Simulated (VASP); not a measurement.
# Si (P1) in VASP: single point with PBE

Aim: the single point of Si with PBE.

Program: VASP 6.6.1. These are calculated values, not measurements. Logs are shortened: lines on timing, memory, paths and dates and some standing lists are left out, and cuts for length are marked.

## (1) The cell of the first run

The typed cell holds 128 atoms: a = 15.361 Å, b = 15.361 Å, c = 15.361 Å, α = 60.00°, β = 60.00°, γ = 60.00°.

## (2) Single point, PBE

Contents of INCAR:

```
ALGO = Normal
EDIFF = 1E-6
ENCUT = 520
GGA = PE
ISIF = 2
ISMEAR = 0
LASPH = T
LCHARG = F
LREAL = Auto
LWAVE = F
NBANDS = 326
NELM = 60
PREC = Accurate
SIGMA = 0.01
```

Contents of KPOINTS:

```
k-points
0
Gamma
  1 1 1
```

Contents of POSCAR:

```
Si
1.0
    0.0000000000     10.8620000000     10.8620000000
   10.8620000000      0.0000000000     10.8620000000
   10.8620000000     10.8620000000      0.0000000000
Si
128
Direct
    0.0008000000      0.0015740000      0.0019220000
    0.0653810000      0.0640620000      0.0652500000
    0.9969340000      0.9997760000      0.2528860000
    0.0634700000      0.0651100000      0.3099820000
    0.9997990000      0.9983500000      0.5002850000
    0.0629810000      0.0593300000      0.5606560000
[... 120 lines left out ...]
    0.7477290000      0.7508550000      0.7500380000
    0.8151720000      0.8128570000      0.8132870000
```

Potentials or basis: VASP PAW PBE potentials, release 64 (Si).

On the command line:

```bash
> cat potpaw_PBE.64/Si/POTCAR > POTCAR
> mpirun -np 1 vasp_gam > vasp.out
```

OUTCAR:

```text
EDIFF = 1E-6
   ENCUT = 520
   GGA = PE
   ISIF = 2
   ISMEAR = 0
   LASPH = T
   LREAL = Auto
   NELM = 60
   PREC = Accurate

 ion  position               nearest neighbor table
   1  0.001  0.002  0.002-  26 2.37   2 2.39  98 2.39   8 2.41
   2  0.065  0.064  0.065-   9 2.31  33 2.33   3 2.36   1 2.39
   3  0.997  1.000  0.253- 100 2.31   2 2.36   4 2.37  28 2.39
   4  0.063  0.065  0.310-  35 2.33  11 2.35   3 2.37   5 2.39
   5  1.000  0.998  0.500-   6 2.31  30 2.35 102 2.37   4 2.39
   6  0.063  0.059  0.561-  37 2.31   5 2.31   7 2.40  13 2.43
[... 120 lines left out ...]
 127  0.748  0.751  0.750- 126 2.34  96 2.34 120 2.37 128 2.42
 128  0.815  0.813  0.813- 121 2.31  31 2.32 103 2.35 127 2.42

  LATTYP: Found a face centered cubic cell.
 ALAT       =    21.7240000000

  Lattice vectors:

 A1 = (   0.0000000000,  10.8620000000,  10.8620000000)
 A2 = (  10.8620000000,   0.0000000000,  10.8620000000)
 A3 = (  10.8620000000,  10.8620000000,   0.0000000000)

Analysis of symmetry for initial positions (statically):
=====================================================================
 Subroutine PRICEL returns:
 Original cell was already a primitive cell.

 Routine SETGRP: Setting up the symmetry group for a
 face centered cubic supercell.

 Subroutine GETGRP returns: Found  1 space group operations
 (whereof  1 operations were pure point group operations)
 out of a pool of 48 trial point group operations.

The static configuration has the point symmetry C_1 .

Analysis of symmetry for dynamics (positions and initial velocities):
=====================================================================
 Subroutine PRICEL returns:
 Original cell was already a primitive cell.

 Routine SETGRP: Setting up the symmetry group for a
 face centered cubic supercell.

 Subroutine GETGRP returns: Found  1 space group operations
 (whereof  1 operations were pure point group operations)
 out of a pool of 48 trial point group operations.

The dynamic configuration has the point symmetry C_1 .

 Subroutine INISYM returns: Found  1 space group operations
 (whereof  1 operations are pure point group operations),
 and found     1 'primitive' translations

----------------------------------------------------------------------------------------

                                     Primitive cell

  volume of cell :    2563.0636

  direct lattice vectors                    reciprocal lattice vectors
     0.000000000 10.862000000 10.862000000    -0.046032038  0.046032038  0.046032038
    10.862000000  0.000000000 10.862000000     0.046032038 -0.046032038  0.046032038
    10.862000000 10.862000000  0.000000000     0.046032038  0.046032038 -0.046032038

  length of vectors
    15.361187714 15.361187714 15.361187714     0.079729829  0.079729829  0.079729829

  position of ions in fractional coordinates (direct lattice)
     0.000800000  0.001574000  0.001922000
     0.065381000  0.064062000  0.065250000
     0.996934000  0.999776000  0.252886000
     0.063470000  0.065110000  0.309982000
     0.999799000  0.998350000  0.500285000
     0.062981000  0.059330000  0.560656000
[... 120 lines left out ...]
     0.747729000  0.750855000  0.750038000
     0.815172000  0.812857000  0.813287000

  ion indices of the primitive-cell ions
   primitive index   ion index
                 1           1
                 2           2
                 3           3
                 4           4
                 5           5
                 6           6
[... 85 lines left out ...]
                92          92
                93          93
   k-points           NKPTS =      1   k-points in BZ     NKDIM =      1   number of bands    NBANDS=    326
   number of dos      NEDOS =    301   number of ions     NIONS =    128
   total plane-waves  NPLWV = ******
   dimension x,y,z NGX =   120 NGY =  120 NGZ =  120
   dimension x,y,z NGXF=   240 NGYF=  240 NGZF=  240
   ions per type =             128
   NGX,Y,Z   is equivalent  to a cutoff of  12.99, 12.99, 12.99 a.u.
   NGXF,Y,Z  is equivalent  to a cutoff of  25.97, 25.97, 25.97 a.u.
 SYSTEM =  unknown system
   PREC   = accura    normal or accurate (medium, high low for compatibility)
   ISTART =      0    job   : 0-new  1-cont  2-samecut
   ICHARG =      2    charge: 1-file 2-atom 10-const
   ISPIN  =      1    spin polarized calculation?
   LNONCOLLINEAR =      F non collinear calculations
   LSORBIT =      F    spin-orbit coupling
   LASPH  =      T    aspherical Exc in radial PAW
   ENCUT  =  520.0 eV  38.22 Ry    6.18 a.u.  28.56 28.56 28.56*2*pi/ulx,y,z
   NELM   =     60;   NELMIN=  2; NELMDL= -5     # of ELM steps
   EDIFF  = 0.1E-05   stopping-criterion for ELM
   LREAL  =      T    real-space projection
   EDIFFG = 0.1E-04   stopping-criterion for IOM
   NSW    =      0    number of steps for IOM
   IBRION =     -1    ionic relax: 0-MD 1-quasi-New 2-CG
   NFREE  =      0    steps in history (QN), initial steepest desc. (CG)
   ISIF   =      2    stress and relaxation
   ISYM   =      2    0-nonsym 1-usesym 2-fastsym
   POTIM  = 0.5000    time-step for ionic-motion
   TEBEG  =    0.0;   TEEND  =   0.0 temperature during run
   PSTRESS=    0.0 pullay stress
   NELECT =     512.0000    total number of electrons
   NUPDOWN=      -1.0000    fix difference up-down
   EMIN   =  10.00;   EMAX   =-10.00  energy-range for DOS
   EFERMI =   0.00;   METHOD = LEGACY
   ISMEAR =     0;   SIGMA  =   0.01  broadening in eV -4-tet -1-fermi 0-gaus
   EFERMI_NEDOS =   21; number of points for ismear=-14 and -15
   IALGO  =     38    algorithm
   IMIX   =      4    mixing-type and parameters
     AMIX     =   0.40;   BMIX     =  1.00
     AMIX_MAG =   1.60;   BMIX_MAG =  1.00
  volume/ion in A,a.u.               =      20.02       135.13
  Fermi-wavevector in a.u.,A,eV,Ry     =   0.956999  1.808467 12.460868  0.915848
  Thomas-Fermi vector in A             =   2.085978
   LORBIT       =      0    0 simple, 1 ext, 2 COOP (PROOUT), +10 PAW based schemes
   GGA     = PE    functional components
   LHFCALC =     F    Hartree Fock is set to
   AEXX    =    0.0000 exact exchange contribution
   IVDW    =     0    specifies the selected vdW correction
   LEPSILON=     F    determine dielectric tensor
   LRPA    =     F    only Hartree local field effects (RPA)
 non-spin polarized calculation
 Gauss-broadening in eV      SIGMA  =   0.01
  energy-cutoff  :      520.00
  volume of cell :     2563.06
 maximum number of plane-waves:     34521
 NGX is ok and might be reduce to   120
   NGX = 57   NGY = 57   NGZ = 57

 number of electron     511.9999997 magnetization

 Free energy of the ion-electron system (eV)
  ---------------------------------------------------
  ext. energy  EPLUGINS =         0.00000000
  ---------------------------------------------------
  free energy    TOTEN  =      -679.95786066 eV

  energy without entropy =     -679.95786066  energy(sigma->0) =     -679.95786066

 E-fermi :   6.0154     XC(G=0):  -9.3823

 val. band max:        5.9317982980   @ k =   0.0000   0.0000   0.0000
 cond. band min:       6.5104988488   @ k =   0.0000   0.0000   0.0000
 fundamental gap:      0.5787005508
 Fermi energy:         6.0154193306

 k-point     1 :       0.0000    0.0000    0.0000
  band No.  band energies     occupation
      1      -6.1085      2.00000
      2      -5.3465      2.00000
      3      -5.3404      2.00000
      4      -5.3297      2.00000
      5      -5.3268      2.00000
      6      -5.3054      2.00000
[... 260 lines left out ...]
    267       7.0037      0.00000
    268       7.0140      0.00000
 [bands above 268 left out]

------------------------ aborting loop because EDIFF is reached ----------------------------------------

  FORCE on cell =-STRESS in cart. coord.  units (eV):
  Direction    XX          YY          ZZ          XY          YZ          ZX
  --------------------------------------------------------------------------------------
  -------------------------------------------------------------------------------------
  Total       44.2599597     44.0724445     44.2172390     -2.7072180      1.8314593     -3.1514811
  in kB       27.6670087     27.5497924     27.6403038     -1.6922886      1.1448497     -1.9699985
  external PRESSURE =      27.6190350 kB  Pullay stress =       0.0000000 kB

 VOLUME and BASIS-vectors are now :
 -----------------------------------------------------------------------------
  energy-cutoff  :      520.00
  volume of cell :     2563.06
      direct lattice vectors                 reciprocal lattice vectors
     0.000000000 10.862000000 10.862000000    -0.046032038  0.046032038  0.046032038
    10.862000000  0.000000000 10.862000000     0.046032038 -0.046032038  0.046032038
    10.862000000 10.862000000  0.000000000     0.046032038  0.046032038 -0.046032038

 POSITION                                       TOTAL-FORCE (eV/Angst)
 -----------------------------------------------------------------------------------
      0.03797      0.02957      0.02579        -0.118029     -0.299048     -0.001519
      1.40459      1.41891      1.40601        -0.464019     -0.303286     -0.663835
     13.60641     13.57554     21.68826        -0.294400      0.477591      0.420434
      4.07425      4.05644      1.39664         0.173240      0.105803     -0.567489
     16.27817     16.29391     21.70389        -0.066779     -0.325099      0.053594
      6.73429      6.77395      1.32854         1.126646     -0.168875      0.178336
[... 120 lines left out ...]
     16.30270     16.26875     16.27762         0.134586      0.535375      0.227032
     17.66318     17.68832     17.68365        -0.470241     -0.818133     -0.303536
 -----------------------------------------------------------------------------------
    total drift:                                0.003186      0.003081     -0.007635

  FREE ENERGIE OF THE ION-ELECTRON SYSTEM (eV)
  ---------------------------------------------------
  free  energy   TOTEN  =      -679.9578606638 eV

  energy  without entropy=     -679.9578606638  energy(sigma->0) =     -679.95786066
```

It took 45 min on 1 thread of AMD EPYC, shared host; peak memory 2.5 GiB.

Results:

```yaml
Free_energy: -679.9579 eV
Pressure: 2.8 GPa
Largest_force: 1.565 eV/Å
```

Forces on the atoms (eV/Å):
```
Si  -0.118 -0.299 -0.002
Si  -0.464 -0.303 -0.664
Si  -0.294  0.478  0.420
Si   0.173  0.106 -0.567
Si  -0.067 -0.325  0.054
Si   1.127 -0.169  0.178
Si  -1.335 -0.115 -0.358
Si   0.172  1.209  0.169
Si   0.718  0.464  0.333
Si   0.449 -0.727 -0.300
Si  -0.048 -0.059 -0.145
Si   0.020 -0.125 -0.108
Si  -0.629  0.596  0.142
Si  -0.079 -0.471 -0.561
Si   0.562 -0.036  0.373
Si  -0.760 -0.141  0.170
Si  -0.123  1.029  0.416
Si  -0.075 -0.022 -0.122
Si  -0.573 -0.084  0.351
Si   0.019  0.501  0.172
Si  -0.025  0.202  0.149
Si  -0.018 -0.538 -0.182
Si   0.529  0.908  0.795
Si  -0.262 -1.179 -0.650
Si  -0.378 -0.611 -0.762
Si   0.352  0.083  0.450
Si  -0.125 -0.041  0.160
Si   0.097 -0.491  0.161
Si   0.321  0.795  0.410
Si  -0.333 -1.126 -0.502
Si  -0.155  0.263 -0.411
Si   0.790  0.649  0.931
Si  -0.253  0.468 -0.384
Si  -0.229  0.421  0.279
Si   0.175  0.026  0.515
Si  -0.144 -0.538 -0.212
Si   0.069  0.805  0.106
Si  -0.223  0.290 -0.656
Si  -0.694 -0.806 -0.698
Si   0.685 -0.154  0.374
Si   0.369  0.863  0.472
Si  -0.576 -0.547 -0.361
Si   0.020 -0.089 -0.248
Si   0.549 -0.147 -0.153
Si   0.546  0.430  1.206
Si  -0.601 -0.870 -0.658
Si   0.722  0.531  0.032
Si  -0.874 -0.404  0.008
Si   0.114  0.029  0.124
Si  -0.294 -0.247  0.197
Si   0.434  0.333 -0.099
Si  -0.113 -0.334 -0.368
Si  -0.536  0.043 -0.119
Si   0.773 -0.150  0.527
Si   0.019  0.751  0.519
Si  -0.515 -0.124 -0.357
Si  -0.020  0.091  0.200
Si   0.367 -0.537 -0.121
Si  -0.354 -0.372 -0.250
Si   0.659 -0.078 -0.485
Si  -0.832  0.545  0.220
Si   0.174 -0.236 -0.175
Si   0.363 -0.536  0.048
Si   0.406 -0.071 -0.199
Si  -0.602 -0.622 -0.828
Si   0.955  0.212  0.772
Si  -0.106  0.202  0.215
Si   0.139 -0.121 -0.107
Si   0.263 -0.226  0.322
Si   0.017  0.375  0.257
Si   0.212  0.213  0.930
Si  -0.475 -0.058 -0.042
Si  -0.078  0.612 -0.454
Si   0.238 -0.043  0.589
Si  -0.605  0.165 -0.041
Si   0.202  0.803  0.381
Si  -0.057  0.164  0.516
Si  -0.468 -0.280 -0.562
Si   0.101 -0.395 -0.442
Si  -0.056  0.090  0.790
Si  -0.827 -0.672 -1.067
Si   0.374  1.308  0.232
Si  -0.249  0.108  0.478
Si  -0.453 -0.480  0.085
Si   0.627  0.543  0.151
Si  -0.486  0.297 -0.262
Si  -0.443 -0.525 -0.628
Si  -0.107  0.741 -0.002
Si  -0.306 -0.516  0.467
Si   0.276  0.022  0.331
Si  -0.091  0.758  0.665
Si  -0.659 -0.322 -0.034
Si   0.551  0.680  0.655
Si  -0.179 -0.065 -1.169
Si   0.023 -0.566  0.847
Si   0.007  0.402 -0.488
Si  -0.829 -0.401 -0.565
Si   0.166  0.803  0.535
Si   0.106 -0.031  0.134
Si  -0.108 -0.250 -0.210
Si   0.330  0.172 -0.595
Si  -0.702 -0.399  0.408
Si   0.800  0.436 -0.536
Si   0.230 -0.409 -0.192
Si   0.037 -0.245 -0.355
Si  -0.034 -0.028 -0.236
Si   0.545 -0.238 -0.040
Si  -0.172 -0.628  0.365
Si   0.376  0.489  0.097
Si  -0.034  0.084 -0.815
Si  -0.185 -0.280 -0.275
Si   0.372 -0.187  0.554
Si   0.718  0.059  0.449
Si  -0.424 -0.457 -1.248
Si  -0.408  0.224  0.150
Si   0.619 -0.013 -0.731
Si   0.298 -0.793  0.478
Si   0.045  0.016 -0.417
Si  -0.293  0.291 -0.246
Si   0.398 -0.236 -0.219
Si   0.613 -0.098  0.074
Si   0.733  0.630  0.524
Si  -1.015 -1.039 -0.583
Si   0.891  0.945  0.571
Si  -0.724 -0.720 -0.014
Si   0.597 -0.026  0.675
Si   0.135  0.535  0.227
Si  -0.470 -0.818 -0.304
```

Caveat: the k points lie up to 0.50 Å⁻¹ apart; forces of over 1 eV/Å act on the atoms, so gaps and moduli don't describe the material at rest.
